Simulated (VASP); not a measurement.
# MgO (Fm-3m) in VASP: notebook

MgO is run at these levels: LDA, r2SCAN+rVV10; tasks: single point, relaxation of cell and atoms.

Program: VASP 6.6.1. These are calculated values, not measurements. Logs are shortened: lines on timing, memory, paths and dates and some standing lists are left out, and cuts for length are marked.

**Measured values to compare with.**

From “Electronic structure of alkaline earth and post-transition metal oxides”, 2009, arxiv:0908.1581, for a bulk crystal of MgO: band gap 7.83 eV.

The results are compared with them further down.

### Step 1. The cell of the first run

The structure is cubic, space group Fm-3m (No. 225). Conventional cell: a = 4.159 Å, b = 4.159 Å, c = 4.159 Å, α = 90.00°, β = 90.00°, γ = 90.00°. Within 2.8 Å of Mg (site symmetry m-3m) lie 6 O at 2.08 Å. Within 2.8 Å of O (site symmetry m-3m) lie 6 Mg at 2.08 Å.

### Step 2. Single point, LDA

The input, INCAR:

```
SYSTEM = MgO
PREC = Accurate
ENCUT = 750
EDIFF = 1E-6
ISMEAR = 0
SIGMA = 0.01
LREAL = .FALSE.
LASPH = .TRUE.
NELM = 120
ALGO = Normal
ISIF = 2
LWAVE = .FALSE.
LCHARG = .FALSE.
GGA = CA
NBANDS = 15
GGA_COMPAT = .FALSE.
```

The input, KPOINTS:

```
regular mesh
0
G
  8 8 8
  0 0 0
```

The input, POSCAR:

```
MgO
1.0
    0.0000000000      2.0796027768      2.0796027768
    2.0796027768      0.0000000000      2.0796027768
    2.0796027768      2.0796027768      0.0000000000
Mg O
1 1
Direct
    0.0000000000      0.0000000000      0.0000000000
    0.5000000000      0.5000000000      0.5000000000
```

Potentials or basis: VASP PAW LDA potentials, release 64 (Mg_sv, O).

Started as:

```console
cat potpaw_LDA.64/Mg_sv/POTCAR potpaw_LDA.64/O/POTCAR > POTCAR
mpirun -np 1 vasp_std > vasp.out
```

OUTCAR:

```text
SYSTEM = MgO
   PREC = Accurate
   ENCUT = 750
   EDIFF = 1E-6
   ISMEAR = 0
   LREAL = .FALSE.
   LASPH = .TRUE.
   NELM = 120
   ISIF = 2
   GGA = CA

 ion  position               nearest neighbor table
   1  0.000  0.000  0.000-   2 2.08   2 2.08   2 2.08   2 2.08   2 2.08   2 2.08
   2  0.500  0.500  0.500-   1 2.08   1 2.08   1 2.08   1 2.08   1 2.08   1 2.08

  LATTYP: Found a face centered cubic cell.
 ALAT       =     4.1592055536

  Lattice vectors:

 A1 = (   0.0000000000,   2.0796027768,   2.0796027768)
 A2 = (   2.0796027768,   0.0000000000,   2.0796027768)
 A3 = (   2.0796027768,   2.0796027768,   0.0000000000)

Analysis of symmetry for initial positions (statically):
=====================================================================
 Subroutine PRICEL returns:
 Original cell was already a primitive cell.

 Routine SETGRP: Setting up the symmetry group for a
 face centered cubic supercell.

 Subroutine GETGRP returns: Found 48 space group operations
 (whereof 48 operations were pure point group operations)
 out of a pool of 48 trial point group operations.

The static configuration has the point symmetry O_h .

Analysis of symmetry for dynamics (positions and initial velocities):
=====================================================================
 Subroutine PRICEL returns:
 Original cell was already a primitive cell.

 Routine SETGRP: Setting up the symmetry group for a
 face centered cubic supercell.

 Subroutine GETGRP returns: Found 48 space group operations
 (whereof 48 operations were pure point group operations)
 out of a pool of 48 trial point group operations.

The dynamic configuration has the point symmetry O_h .

 Subroutine INISYM returns: Found 48 space group operations
 (whereof 48 operations are pure point group operations),
 and found     1 'primitive' translations

----------------------------------------------------------------------------------------

                                     Primitive cell

  volume of cell :      17.9875

  direct lattice vectors                    reciprocal lattice vectors
     0.000000000  2.079602777  2.079602777    -0.240430531  0.240430531  0.240430531
     2.079602777  0.000000000  2.079602777     0.240430531 -0.240430531  0.240430531
     2.079602777  2.079602777  0.000000000     0.240430531  0.240430531 -0.240430531

  length of vectors
     2.941002451  2.941002451  2.941002451     0.416437895  0.416437895  0.416437895

  position of ions in fractional coordinates (direct lattice)
     0.000000000  0.000000000  0.000000000
     0.500000000  0.500000000  0.500000000

  ion indices of the primitive-cell ions
   primitive index   ion index
                 1           1
                 2           2

----------------------------------------------------------------------------------------

 KPOINTS: regular mesh

Automatic generation of k-mesh.
 Grid dimensions read from file:
 generate k-points for:    8    8    8

 Generating k-lattice:

  Cartesian coordinates                     Fractional coordinates (reciprocal lattice)
    -0.030053816  0.030053816  0.030053816     0.125000000  0.000000000  0.000000000
     0.030053816 -0.030053816  0.030053816     0.000000000  0.125000000  0.000000000
     0.030053816  0.030053816 -0.030053816     0.000000000  0.000000000  0.125000000

  Length of vectors
     0.052054737  0.052054737  0.052054737

  Shift w.r.t. Gamma in fractional coordinates (k-lattice)
     0.000000000  0.000000000  0.000000000

 Subroutine IBZKPT returns following result:
 ===========================================

 Found     29 irreducible k-points:

 Following reciprocal coordinates:
            Coordinates               Weight
  0.000000  0.000000  0.000000      1.000000
  0.125000  0.000000  0.000000      8.000000
  0.250000  0.000000  0.000000      8.000000
  0.375000  0.000000  0.000000      8.000000
  0.500000  0.000000  0.000000      4.000000
  0.125000  0.125000  0.000000      6.000000
[... 16 lines left out ...]
  0.500000  0.250000  0.125000     48.000000
 -0.375000  0.250000  0.125000     24.000000
 [... further k-points ...]
   k-points           NKPTS =     29   k-points in BZ     NKDIM =     29   number of bands    NBANDS=     15
   number of dos      NEDOS =    301   number of ions     NIONS =      2
   total plane-waves  NPLWV =  21952
   dimension x,y,z NGX =    28 NGY =   28 NGZ =   28
   dimension x,y,z NGXF=    56 NGYF=   56 NGZF=   56
   ions per type =               1   1
   NGX,Y,Z   is equivalent  to a cutoff of  15.83, 15.83, 15.83 a.u.
   NGXF,Y,Z  is equivalent  to a cutoff of  31.66, 31.66, 31.66 a.u.
 SYSTEM =  MgO
   PREC   = accura    normal or accurate (medium, high low for compatibility)
   ISTART =      0    job   : 0-new  1-cont  2-samecut
   ICHARG =      2    charge: 1-file 2-atom 10-const
   ISPIN  =      1    spin polarized calculation?
   LNONCOLLINEAR =      F non collinear calculations
   LSORBIT =      F    spin-orbit coupling
   LASPH  =      T    aspherical Exc in radial PAW
   ENCUT  =  750.0 eV  55.12 Ry    7.42 a.u.   6.57  6.57  6.57*2*pi/ulx,y,z
   NELM   =    120;   NELMIN=  2; NELMDL= -5     # of ELM steps
   EDIFF  = 0.1E-05   stopping-criterion for ELM
   LREAL  =      F    real-space projection
   EDIFFG = 0.1E-04   stopping-criterion for IOM
   NSW    =      0    number of steps for IOM
   IBRION =     -1    ionic relax: 0-MD 1-quasi-New 2-CG
   NFREE  =      0    steps in history (QN), initial steepest desc. (CG)
   ISIF   =      2    stress and relaxation
   ISYM   =      2    0-nonsym 1-usesym 2-fastsym
   POTIM  = 0.5000    time-step for ionic-motion
   TEBEG  =    0.0;   TEEND  =   0.0 temperature during run
   PSTRESS=    0.0 pullay stress
   NELECT =      16.0000    total number of electrons
   NUPDOWN=      -1.0000    fix difference up-down
   EMIN   =  10.00;   EMAX   =-10.00  energy-range for DOS
   EFERMI =   0.00;   METHOD = LEGACY
   ISMEAR =     0;   SIGMA  =   0.01  broadening in eV -4-tet -1-fermi 0-gaus
   EFERMI_NEDOS =   21; number of points for ismear=-14 and -15
   IALGO  =     38    algorithm
   IMIX   =      4    mixing-type and parameters
     AMIX     =   0.40;   BMIX     =  1.00
     AMIX_MAG =   1.60;   BMIX_MAG =  1.00
  volume/ion in A,a.u.               =       8.99        60.69
  Fermi-wavevector in a.u.,A,eV,Ry     =   1.574434  2.975249 33.726695  2.478842
  Thomas-Fermi vector in A             =   2.675569
   LORBIT       =      0    0 simple, 1 ext, 2 COOP (PROOUT), +10 PAW based schemes
   GGA     = CA    functional components
   LHFCALC =     F    Hartree Fock is set to
   AEXX    =    0.0000 exact exchange contribution
   IVDW    =     0    specifies the selected vdW correction
   LEPSILON=     F    determine dielectric tensor
   LRPA    =     F    only Hartree local field effects (RPA)
 non-spin polarized calculation
 Gauss-broadening in eV      SIGMA  =   0.01
  energy-cutoff  :      750.00
  volume of cell :       17.99
 maximum number of plane-waves:       869
 NGX is ok and might be reduce to    28
   NGX = 13   NGY = 13   NGZ = 13

 number of electron      15.9999996 magnetization

 Free energy of the ion-electron system (eV)
  ---------------------------------------------------
  ext. energy  EPLUGINS =         0.00000000
  ---------------------------------------------------
  free energy    TOTEN  =       -13.23523268 eV

  energy without entropy =      -13.23523268  energy(sigma->0) =      -13.23523268

 E-fermi :   3.0234     XC(G=0): -12.1306

 val. band max:        2.8609954239   @ k =   0.0000   0.0000   0.0000
 cond. band min:       7.9089097190   @ k =   0.0000   0.0000   0.0000
 fundamental gap:      5.0479142952
 Fermi energy:         3.0233953556

 k-point     1 :       0.0000    0.0000    0.0000
  band No.  band energies     occupation
      1     -68.3533      2.00000
      2     -35.8130      2.00000
      3     -35.8130      2.00000
      4     -35.8130      2.00000
      5     -14.3246      2.00000
      6       2.8610      2.00000
      7       2.8610      2.00000
      8       2.8610      2.00000
      9       7.9089      0.00000
     10      18.5960      0.00000
     11      18.5960      0.00000
     12      18.5960      0.00000
     13      22.7247      0.00000
     14      24.4045      0.00000
     15      24.4045      0.00000

 k-point     2 :       0.1250    0.0000    0.0000
  band No.  band energies     occupation
      1     -68.3515      2.00000
      2     -35.8283      2.00000
      3     -35.8144      2.00000
      4     -35.8144      2.00000
      5     -14.1380      2.00000
      6       1.8840      2.00000
      7       2.7481      2.00000
      8       2.7481      2.00000
      9       8.8078      0.00000
     10      16.9359      0.00000
     11      18.9769      0.00000
     12      18.9769      0.00000
     13      23.4802      0.00000
     14      23.4802      0.00000
     15      24.9573      0.00000

 k-point     3 :       0.2500    0.0000    0.0000
  band No.  band energies     occupation
      1     -68.3473      2.00000
      2     -35.8660      2.00000
      3     -35.8181      2.00000
      4     -35.8181      2.00000
      5     -13.6508      2.00000
      6       0.0990      2.00000
      7       2.4885      2.00000
      8       2.4885      2.00000
      9      10.1997      0.00000
     10      15.4583      0.00000
     11      19.5378      0.00000
     12      19.5378      0.00000
     13      23.0867      0.00000
     14      23.0867      0.00000
     15      25.1849      0.00000

 k-point     4 :       0.3750    0.0000    0.0000
  band No.  band energies     occupation
      1     -68.3431      2.00000
      2     -35.9032      2.00000
      3     -35.8218      2.00000
      4     -35.8218      2.00000
      5     -13.0955      2.00000
      6      -1.4047      2.00000
      7       2.2449      2.00000
      8       2.2449      2.00000
      9      10.7955      0.00000
     10      15.4088      0.00000
     11      19.4154      0.00000
     12      19.4154      0.00000
     13      24.3858      0.00000
     14      24.4107      0.00000
     15      24.4107      0.00000
[... 307 lines left out ...]
 k-point    22 :       0.3750    0.2500    0.1250
  band No.  band energies     occupation
      1     -68.3441      2.00000
      2     -35.8733      2.00000
      3     -35.8366      2.00000
      4     -35.8236      2.00000
      5     -13.3108      2.00000
      6      -0.2792      2.00000
      7       1.6373      2.00000
      8       2.1980      2.00000
      9      11.6241      0.00000
     10      14.2828      0.00000
     11      18.0842      0.00000
     12      20.5413      0.00000
     13      21.0371      0.00000
     14      25.4228      0.00000
     15      28.9701      0.00000

 k-point    23 :       0.5000    0.2500    0.1250
  band No.  band energies     occupation
      1     -68.3408      2.00000
      2     -35.8929      2.00000
      3     -35.8464      2.00000
      4     -35.8288      2.00000
      5     -12.8803      2.00000
      6      -1.0269      2.00000
      7       1.0295      2.00000
      8       1.9288      2.00000
      9      12.5227      0.00000
     10      14.5823      0.00000
     11      16.9328      0.00000
     12      20.1604      0.00000
     13      22.6650      0.00000
     14      25.4415      0.00000
     15      29.1585      0.00000

 k-point    24 :      -0.3750    0.2500    0.1250
  band No.  band energies     occupation
      1     -68.3394      2.00000
      2     -35.9015      2.00000
      3     -35.8491      2.00000
      4     -35.8320      2.00000
      5     -12.6874      2.00000
      6      -1.3505      2.00000
      7       0.8117      2.00000
      8       1.8029      2.00000
      9      12.6321      0.00000
     10      15.2220      0.00000
     11      16.4969      0.00000
     12      19.9197      0.00000
     13      23.5609      0.00000
     14      25.1102      0.00000
     15      29.2778      0.00000

 [... further k-points ...]

------------------------ aborting loop because EDIFF is reached ----------------------------------------

  FORCE on cell =-STRESS in cart. coord.  units (eV):
  Direction    XX          YY          ZZ          XY          YZ          ZX
  --------------------------------------------------------------------------------------
  -------------------------------------------------------------------------------------
  Total        0.0059254      0.0059254      0.0059254      0.0000000     -0.0000000     -0.0000000
  in kB        0.5277812      0.5277812      0.5277812      0.0000000     -0.0000000     -0.0000000
  external PRESSURE =       0.5277812 kB  Pullay stress =       0.0000000 kB

 VOLUME and BASIS-vectors are now :
 -----------------------------------------------------------------------------
  energy-cutoff  :      750.00
  volume of cell :       17.99
      direct lattice vectors                 reciprocal lattice vectors
     0.000000000  2.079602777  2.079602777    -0.240430531  0.240430531  0.240430531
     2.079602777  0.000000000  2.079602777     0.240430531 -0.240430531  0.240430531
     2.079602777  2.079602777  0.000000000     0.240430531  0.240430531 -0.240430531

 POSITION                                       TOTAL-FORCE (eV/Angst)
 -----------------------------------------------------------------------------------
      0.00000      0.00000      0.00000         0.000000     -0.000000      0.000000
      2.07960      2.07960      2.07960        -0.000000      0.000000     -0.000000
 -----------------------------------------------------------------------------------
    total drift:                                0.000000      0.000000      0.000000

  FREE ENERGIE OF THE ION-ELECTRON SYSTEM (eV)
  ---------------------------------------------------
  free  energy   TOTEN  =       -13.2352326764 eV

  energy  without entropy=      -13.2352326764  energy(sigma->0) =      -13.23523268
```

Run time: 6.4 s. Hardware: 1 thread of Intel Xeon 6975P-C (Granite Rapids), shared host; peak memory 0.14 GiB.

What came out:

```
Free energy            : -13.2352 eV
Pressure               : 0.1 GPa
Band gap on the k mesh : 5.05 eV
```

Levels at points of the mesh, in eV from the valence-band top:
```
           k point  band 4  band 5  band 6  band 7  band 8  band 9  band 10  band 11  band 12  band 13
(0.00, 0.00, 0.00)  -38.67  -17.19    0.00    0.00    0.00    5.05    15.73    15.73    15.73    19.86
(0.50, 0.00, 0.00)  -38.68  -15.70   -4.86   -0.71   -0.71    7.98    12.84    16.40    16.40    21.20
(0.50, 0.50, 0.00)  -38.71  -15.46   -4.28   -1.42   -1.42    8.93    10.15    13.30    19.22    19.22
```

### Step 3. Relaxation of cell and atoms, LDA

This run uses another cell than the first one, of 9.37 Å³/atom.

The input, INCAR:

```
SYSTEM = MgO
PREC = Accurate ; ENCUT = 750
EDIFF = 1E-7 ; ISMEAR = 0
SIGMA = 0.01 ; LREAL = .False.
LASPH = .True. ; NELM = 120
ALGO = Normal ; ISIF = 3
LWAVE = .False. ; LCHARG = .False.
GGA = CA ; IBRION = 2
NSW = 80 ; EDIFFG = -0.01
GGA_COMPAT = .False. ; NELMIN = 4
```

The input, KPOINTS:

```
regular mesh
0
Gamma
  8 8 8
  0 0 0
```

The input, POSCAR:

```
MgO
1.0
    0.0000000000      2.1085000000      2.1085000000
    2.1085000000      0.0000000000      2.1085000000
    2.1085000000      2.1085000000      0.0000000000
Mg O
1 1
Direct
    0.0000000000      0.0000000000      0.0000000000
    0.5000000000      0.5000000000      0.5000000000
```

Potentials or basis: VASP PAW LDA potentials, release 64 (Mg_sv, O).

Started as:

```console
cat potpaw_LDA.64/Mg_sv/POTCAR potpaw_LDA.64/O/POTCAR > POTCAR
mpirun -np 1 vasp_std > vasp.out
```

Run time: 14 s. Hardware: 1 thread of Intel Xeon 6975P-C (Granite Rapids), shared host; peak memory 0.14 GiB.

The run converged. Its results:

* Free energy: -13.2398 eV
* Relaxed volume: 9.01 Å³/atom
* Relaxed cell: a = 2.942 Å, b = 2.942 Å, c = 2.942 Å, α = 60.00°, β = 60.00°, γ = 60.00°
* Space group after relaxing (to 0.1 Å): Fm-3m (No. 225)
* Energy gained by relaxing: 7.8 meV/atom
* Ionic steps: 3
* Pressure after relaxing: 0.0 GPa
* Band gap on the k mesh: 5.03 eV

Step by step:
| step | energy change (eV) | largest force (eV/Å) | pressure (GPa) | volume (Å³) |
| --- | --- | --- | --- | --- |
| 1 | 0.0000 | 0.0000 | -6.55 | 18.75 |
| 2 | -0.0131 | 0.0000 | 2.92 | 17.73 |
| 3 | -0.0156 | 0.0000 | 0.02 | 18.01 |

Final structure:
```
Mg O
1.0
     0.00000    2.08047    2.08047
     2.08047    0.00000    2.08047
     2.08047    2.08047    0.00000
Mg O
1 1
Direct
  0.00000 0.00000 0.00000
  0.50000 0.50000 0.50000
```

Levels at points of the mesh, in eV from the valence-band top:
```csv
k point,band 6,band 7,band 8,band 9,band 10,band 11
"(0.00, 0.00, 0.00)",0.00,0.00,0.00,5.03,15.73,15.73
"(0.50, 0.00, 0.00)",-4.86,-0.71,-0.71,7.97,12.83,16.38
"(0.50, 0.50, 0.00)",-4.27,-1.42,-1.42,8.93,10.14,13.28
```

LDA gaps usually lie below the measured ones, often by a third to a half. LDA usually gives volumes a few per cent too small.

(Part 1 of 2 ends here.)
